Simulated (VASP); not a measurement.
# WS2 in VASP: further runs

The runs below take WS2 through single point, with PBEsol+D3(BJ).

Program: VASP 6.6.1. These are calculated values, not measurements. Logs are shortened: lines on timing, memory, paths and dates and some standing lists are left out, and cuts for length are marked.

### 1 The cell of the first run

The cell holds a slab with vacuum, 3 atoms: a = 3.046 Å, b = 3.046 Å, c = 16.514 Å, α = 90.00°, β = 90.00°, γ = 120.00°.

### 2 Single point, PBEsol+D3(BJ) (atoms displaced along a vibrational mode, the cell strained)

File INCAR:

```
PREC = Accurate
ENCUT = 520
EDIFF = 1E-7
ISMEAR = 0
SIGMA = 0.05
LREAL = False
LASPH = True
NELM = 80
ALGO = Normal
ISIF = 2
LWAVE = False
LCHARG = False
GGA = PS
IVDW = 12
NBANDS = 20
```

File KPOINTS:

```
regular mesh
0
Gamma
  12 12 2
```

File POSCAR:

```
WS2
1.0
    3.0458396072      0.0000000000      0.0000000000
   -1.5229198036      2.6377744757      0.0000000000
    0.0000000000      0.0000000000     16.5140973520
W S
1 2
Direct
    0.3307549324      0.6615098648      0.0000000000
    0.6740592623      0.3481185245      0.9071511715
    0.6740592623      0.3481185245      0.0928488285
```

Potentials or basis: VASP PAW PBE potentials, release 64 (W_sv, S).

The run is started by

```console
> cat potpaw_PBE.64/W_sv/POTCAR potpaw_PBE.64/S/POTCAR > POTCAR
> mpirun -np 1 vasp_std > vasp.out
```

OUTCAR:

```text
PREC = Accurate
   ENCUT = 520
   EDIFF = 1E-7
   ISMEAR = 0
   LREAL = False
   LASPH = True
   NELM = 80
   ISIF = 2
   GGA = PS
   IVDW = 12
 IVDW          = 12

 ion  position               nearest neighbor table
   1  0.331  0.662  0.000-   2 2.31   3 2.31   2 2.31   3 2.31   2 2.37   3 2.37
   2  0.674  0.348  0.907-   1 2.31   1 2.31   1 2.37
   3  0.674  0.348  0.093-   1 2.31   1 2.31   1 2.37

  LATTYP: Found a hexagonal cell.
 ALAT       =     3.0458396072
 C/A-ratio  =     5.4218538996

  Lattice vectors:

 A1 = (   3.0458396072,   0.0000000000,   0.0000000000)
 A2 = (  -1.5229198036,   2.6377744757,   0.0000000000)
 A3 = (   0.0000000000,   0.0000000000,  16.5140973520)

Analysis of symmetry for initial positions (statically):
=====================================================================
 Subroutine PRICEL returns:
 Original cell was already a primitive cell.

 Routine SETGRP: Setting up the symmetry group for a
 hexagonal supercell.

 Subroutine GETGRP returns: Found  4 space group operations
 (whereof  4 operations were pure point group operations)
 out of a pool of 24 trial point group operations.

The static configuration has the point symmetry C_2v.

Analysis of symmetry for dynamics (positions and initial velocities):
=====================================================================
 Subroutine PRICEL returns:
 Original cell was already a primitive cell.

 Routine SETGRP: Setting up the symmetry group for a
 hexagonal supercell.

 Subroutine GETGRP returns: Found  4 space group operations
 (whereof  4 operations were pure point group operations)
 out of a pool of 24 trial point group operations.

The dynamic configuration has the point symmetry C_2v.

 Subroutine INISYM returns: Found  4 space group operations
 (whereof  4 operations are pure point group operations),
 and found     1 'primitive' translations

----------------------------------------------------------------------------------------

                                     Primitive cell

  volume of cell :     132.6782

  direct lattice vectors                    reciprocal lattice vectors
     3.045839607  0.000000000  0.000000000     0.328316697  0.189553734  0.000000000
    -1.522919804  2.637774476  0.000000000     0.000000000  0.379107467  0.000000000
     0.000000000  0.000000000 16.514097352     0.000000000  0.000000000  0.060554324

  length of vectors
     3.045839607  3.045839607 16.514097352     0.379107467  0.379107467  0.060554324

  position of ions in fractional coordinates (direct lattice)
     0.330754932  0.661509865  0.000000000
     0.674059262  0.348118525  0.907151171
     0.674059262  0.348118525  0.092848829

  ion indices of the primitive-cell ions
   primitive index   ion index
                 1           1
                 2           2
                 3           3

----------------------------------------------------------------------------------------

 KPOINTS: regular mesh

Automatic generation of k-mesh.
 Grid dimensions read from file:
 generate k-points for:   12   12    2

 Generating k-lattice:

  Cartesian coordinates                     Fractional coordinates (reciprocal lattice)
     0.027359725  0.015796144  0.000000000     0.083333333  0.000000000  0.000000000
     0.000000000  0.031592289  0.000000000     0.000000000  0.083333333  0.000000000
     0.000000000  0.000000000  0.030277162     0.000000000  0.000000000  0.500000000

  Length of vectors
     0.031592289  0.031592289  0.030277162

  Shift w.r.t. Gamma in fractional coordinates (k-lattice)
     0.000000000  0.000000000  0.000000000

 Subroutine IBZKPT returns following result:
 ===========================================

 Found     86 irreducible k-points:

 Following reciprocal coordinates:
            Coordinates               Weight
  0.000000  0.000000  0.000000      1.000000
  0.083333  0.000000  0.000000      4.000000
  0.000000  0.083333  0.000000      2.000000
  0.166667 -0.000000  0.000000      4.000000
  0.000000  0.166667  0.000000      2.000000
  0.250000 -0.000000  0.000000      4.000000
[... 16 lines left out ...]
 -0.083333  0.416667  0.000000      4.000000
 -0.416667  0.333333  0.000000      4.000000
 [... further k-points ...]
   k-points           NKPTS =     86   k-points in BZ     NKDIM =     86   number of bands    NBANDS=     20
   number of dos      NEDOS =    301   number of ions     NIONS =      3
   total plane-waves  NPLWV =  72576
   dimension x,y,z NGX =    24 NGY =   24 NGZ =  126
   dimension x,y,z NGXF=    48 NGYF=   48 NGZF=  252
   ions per type =               1   2
   NGX,Y,Z   is equivalent  to a cutoff of  13.10, 13.10, 12.68 a.u.
   NGXF,Y,Z  is equivalent  to a cutoff of  26.20, 26.20, 25.37 a.u.
 SYSTEM =  unknown system
   PREC   = accura    normal or accurate (medium, high low for compatibility)
   ISTART =      0    job   : 0-new  1-cont  2-samecut
   ICHARG =      2    charge: 1-file 2-atom 10-const
   ISPIN  =      1    spin polarized calculation?
   LNONCOLLINEAR =      F non collinear calculations
   LSORBIT =      F    spin-orbit coupling
   LASPH  =      T    aspherical Exc in radial PAW
   ENCUT  =  520.0 eV  38.22 Ry    6.18 a.u.   5.66  5.66 30.71*2*pi/ulx,y,z
   NELM   =     80;   NELMIN=  2; NELMDL= -5     # of ELM steps
   EDIFF  = 0.1E-06   stopping-criterion for ELM
   LREAL  =      F    real-space projection
   EDIFFG = 0.1E-05   stopping-criterion for IOM
   NSW    =      0    number of steps for IOM
   IBRION =     -1    ionic relax: 0-MD 1-quasi-New 2-CG
   NFREE  =      0    steps in history (QN), initial steepest desc. (CG)
   ISIF   =      2    stress and relaxation
   ISYM   =      2    0-nonsym 1-usesym 2-fastsym
   POTIM  = 0.5000    time-step for ionic-motion
   TEBEG  =    0.0;   TEEND  =   0.0 temperature during run
   PSTRESS=    0.0 pullay stress
   NELECT =      26.0000    total number of electrons
   NUPDOWN=      -1.0000    fix difference up-down
   EMIN   =  10.00;   EMAX   =-10.00  energy-range for DOS
   EFERMI =   0.00;   METHOD = LEGACY
   ISMEAR =     0;   SIGMA  =   0.05  broadening in eV -4-tet -1-fermi 0-gaus
   EFERMI_NEDOS =   21; number of points for ismear=-14 and -15
   IALGO  =     38    algorithm
   IMIX   =      4    mixing-type and parameters
     AMIX     =   0.40;   BMIX     =  1.00
     AMIX_MAG =   1.60;   BMIX_MAG =  1.00
  volume/ion in A,a.u.               =      44.23       298.45
  Fermi-wavevector in a.u.,A,eV,Ry     =   0.950895  1.796932 12.302417  0.904202
  Thomas-Fermi vector in A             =   2.079315
   LORBIT       =      0    0 simple, 1 ext, 2 COOP (PROOUT), +10 PAW based schemes
   GGA     = PS    functional components
   LHFCALC =     F    Hartree Fock is set to
   AEXX    =    0.0000 exact exchange contribution
   IVDW    =    12    specifies the selected vdW correction
   LEPSILON=     F    determine dielectric tensor
   LRPA    =     F    only Hartree local field effects (RPA)
 non-spin polarized calculation
 Gauss-broadening in eV      SIGMA  =   0.05
  energy-cutoff  :      520.00
  volume of cell :      132.68
 maximum number of plane-waves:      3602
   NGX = 11   NGY = 11   NGZ = 61

 number of electron      25.9999998 magnetization

 Free energy of the ion-electron system (eV)
  ---------------------------------------------------
  ext. energy  EPLUGINS =         0.00000000
  ---------------------------------------------------
  free energy    TOTEN  =       -24.98383529 eV

  energy without entropy =      -24.98383529  energy(sigma->0) =      -24.98383529

 E-fermi :  -0.3250     XC(G=0):  -4.8208

 val. band max:       -0.7322473384   @ k =   0.3333   0.3333   0.5000
 cond. band min:       1.3418808452   @ k =   0.1667   0.1667   0.0000
 fundamental gap:      2.0741281836
 Fermi energy:        -0.3249582303

 k-point     1 :       0.0000    0.0000    0.0000
  band No.  band energies     occupation
      1     -74.3963      2.00000
      2     -38.8124      2.00000
      3     -38.5014      2.00000
      4     -38.4774      2.00000
      5     -16.1907      2.00000
      6     -14.2365      2.00000
[... 12 lines left out ...]
     19       4.7795      0.00000
     20       5.3413      0.00000

 k-point     2 :       0.0833    0.0000    0.0000
  band No.  band energies     occupation
      1     -74.3941      2.00000
      2     -38.8052      2.00000
      3     -38.5364      2.00000
      4     -38.4895      2.00000
      5     -16.0487      2.00000
      6     -14.1916      2.00000
[... 12 lines left out ...]
     19       4.9325      0.00000
     20       5.8623      0.00000

 k-point     3 :       0.0000    0.0833    0.0000
  band No.  band energies     occupation
      1     -74.3941      2.00000
      2     -38.8054      2.00000
      3     -38.5153      2.00000
      4     -38.5100      2.00000
      5     -16.0528      2.00000
      6     -14.1860      2.00000
[... 12 lines left out ...]
     19       4.9284      0.00000
     20       5.8759      0.00000

 k-point     4 :       0.1667   -0.0000    0.0000
  band No.  band energies     occupation
      1     -74.3881      2.00000
      2     -38.7854      2.00000
      3     -38.6387      2.00000
      4     -38.5146      2.00000
      5     -15.6440      2.00000
      6     -14.0643      2.00000
[... 12 lines left out ...]
     19       5.3739      0.00000
     20       6.5184      0.00000

 k-point     5 :       0.0000    0.1667    0.0000
  band No.  band energies     occupation
      1     -74.3882      2.00000
      2     -38.7861      2.00000
      3     -38.6175      2.00000
      4     -38.5333      2.00000
      5     -15.6604      2.00000
      6     -14.0418      2.00000
[... 12 lines left out ...]
     19       5.3597      0.00000
     20       6.5070      0.00000
[... 353 lines left out ...]
      6     -13.7584      2.00000
[... 12 lines left out ...]
     19       6.5060      0.00000
     20       7.3093      0.00000

 k-point    22 :       0.3333    0.0833    0.0000
  band No.  band energies     occupation
      1     -74.3678      2.00000
      2     -38.9594      2.00000
      3     -38.7176      2.00000
      4     -38.6155      2.00000
      5     -13.9588      2.00000
      6     -13.5403      2.00000
[... 12 lines left out ...]
     19       7.0797      0.00000
     20       7.1820      0.00000

 k-point    23 :      -0.0833    0.4167    0.0000
  band No.  band energies     occupation
      1     -74.3680      2.00000
      2     -38.9378      2.00000
      3     -38.7197      2.00000
      4     -38.6307      2.00000
      5     -14.0306      2.00000
      6     -13.4542      2.00000
[... 12 lines left out ...]
     19       7.0489      0.00000
     20       7.1683      0.00000

 k-point    24 :      -0.4167    0.3333    0.0000
  band No.  band energies     occupation
      1     -74.3677      2.00000
      2     -38.9659      2.00000
      3     -38.7170      2.00000
      4     -38.6106      2.00000
      5     -13.9447      2.00000
      6     -13.5646      2.00000
[... 12 lines left out ...]
     19       6.9964      0.00000
     20       7.1782      0.00000

 [... further k-points ...]

------------------------ aborting loop because EDIFF is reached ----------------------------------------

 Edisp (eV)   -0.80409

 E8    (eV) :    -0.5402

  FORCE on cell =-STRESS in cart. coord.  units (eV):
  Direction    XX          YY          ZZ          XY          YZ          ZX
  --------------------------------------------------------------------------------------
  -------------------------------------------------------------------------------------
  Total       5.31235     4.04239     5.05012     0.00000     0.00000     0.00000
  in kB      64.15016    48.81451    60.98357     0.00000     0.00000     0.00000
  external pressure =       57.98 kB  Pullay stress =        0.00 kB

 VOLUME and BASIS-vectors are now :
 -----------------------------------------------------------------------------
  energy-cutoff  :      520.00
  volume of cell :      132.68
      direct lattice vectors                 reciprocal lattice vectors
     3.045839607  0.000000000  0.000000000     0.328316697  0.189553734  0.000000000
    -1.522919804  2.637774476  0.000000000     0.000000000  0.379107467  0.000000000
     0.000000000  0.000000000 16.514097352     0.000000000  0.000000000  0.060554324

 POSITION                                       TOTAL-FORCE (eV/Angst)
 -----------------------------------------------------------------------------------
     -0.00000      1.74491      0.00000        -0.000000      1.433075      0.000000
      1.52292      0.91826     14.98078         0.000000     -0.716537     -1.661972
      1.52292      0.91826      1.53331         0.000000     -0.716537      1.661972
 -----------------------------------------------------------------------------------
    total drift:                                0.000000      0.000109     -0.000000

  FREE ENERGIE OF THE ION-ELECTRON SYSTEM (eV)
  ---------------------------------------------------
  free  energy   TOTEN  =       -25.7879267258 eV

  energy  without entropy=      -25.7879267258  energy(sigma->0) =      -25.78792673
```

Run time: 4 min. Hardware: 1 thread of Intel Xeon Platinum 8488C (Sapphire Rapids), shared host; peak memory 0.39 GiB.

What came out:

| Quantity | Value |
| --- | --- |
| Free energy | -25.7879 eV |
| Largest force | 1.810 eV/Å |
| Band gap on the k mesh | 2.07 eV (least direct gap 2.25 eV) |
| Dispersion energy per atom | -0.268 eV |

Forces in eV/Å, atoms in the order of the input:
```
W    0.000  1.433  0.000
S    0.000 -0.717 -1.662
S    0.000 -0.717  1.662
```

Caveat: the cell differs from its parent crystal (atoms displaced along a vibrational mode, the cell strained); there is no dipole correction, which matters where the two faces differ; the PAW data sets were made with another functional, which shifts forces and pressure a little; spin-orbit coupling is left out, which moves the levels of the heavy elements.

### 3 Single point, PBEsol+D3(BJ) (atoms displaced along a vibrational mode, the cell strained)

File INCAR:

```
SYSTEM = WS2
ALGO = Normal ; EDIFF = 1E-7
ENCUT = 520 ; GGA = PS
ISIF = 2 ; ISMEAR = 0
IVDW = 12 ; LASPH = .True.
LCHARG = .False. ; LREAL = .False.
LWAVE = .False. ; NBANDS = 20
NELM = 80 ; PREC = Accurate
SIGMA = 0.05
```

File KPOINTS:

```
k-points
0
Gamma
  12 12 2
  0 0 0
```

File POSCAR:

```
WS2
1.0
    3.0458396072      0.0000000000      0.0000000000
   -1.5229198036      2.6377744757      0.0000000000
    0.0000000000      0.0000000000     16.5140973520
W S
1 2
Direct
    0.3359117343      0.6718234686      0.0000000000
    0.6592740711      0.3185481421      0.9071511715
    0.6592740711      0.3185481421      0.0928488285
```

Potentials or basis: VASP PAW PBE potentials, release 64 (W_sv, S).

The run is started by

```console
> cat potpaw_PBE.64/W_sv/POTCAR potpaw_PBE.64/S/POTCAR > POTCAR
> mpirun -np 1 vasp_std > vasp.out
```

It took 3.7 min on 1 thread of Intel Xeon Platinum 8488C (Sapphire Rapids), shared host; peak memory 0.39 GiB.

The run converged. Its results:

| Item | Value |
| --- | --- |
| Free energy | -25.7870 eV |
| Largest force | 1.822 eV/Å |
| Band gap on the k mesh | 2.04 eV (least direct gap 2.25 eV) |
| Dispersion energy per atom | -0.268 eV |

Forces on the atoms (eV/Å):
```
W    0.000 -1.484  0.000
S    0.000  0.742 -1.664
S    0.000  0.742  1.664
```

Levels at points of the mesh, in eV from the valence-band top:
```csv
k point,band 9,band 10,band 11,band 12,band 13,band 14,band 15,band 16,band 17,band 18
"(0.00, 0.00, 0.00)",-2.96,-2.39,-1.82,-1.29,-0.28,2.99,3.42,3.63,3.73,5.22
"(0.50, 0.00, 0.00)",-4.91,-3.71,-2.24,-1.21,-0.80,3.49,3.78,4.13,5.47,5.59
"(0.00, 0.50, 0.00)",-4.79,-3.56,-2.42,-1.13,-1.03,3.43,3.84,4.48,5.35,5.59
"(0.00, 0.00, 0.50)",-2.96,-2.39,-1.82,-1.29,-0.28,2.99,3.42,3.63,3.73,5.27
"(0.50, 0.00, 0.50)",-4.91,-3.71,-2.24,-1.21,-0.80,3.49,3.78,4.13,5.47,5.59
"(0.00, 0.50, 0.50)",-4.79,-3.56,-2.42,-1.13,-1.03,3.43,3.84,4.48,5.35,5.59
```

Caveat: the cell differs from its parent crystal (atoms displaced along a vibrational mode, the cell strained); there is no dipole correction, which matters where the two faces differ; the PAW data sets were made with another functional, which shifts forces and pressure a little; spin-orbit coupling is left out, which moves the levels of the heavy elements.

(Part 1 of 2 ends here.)
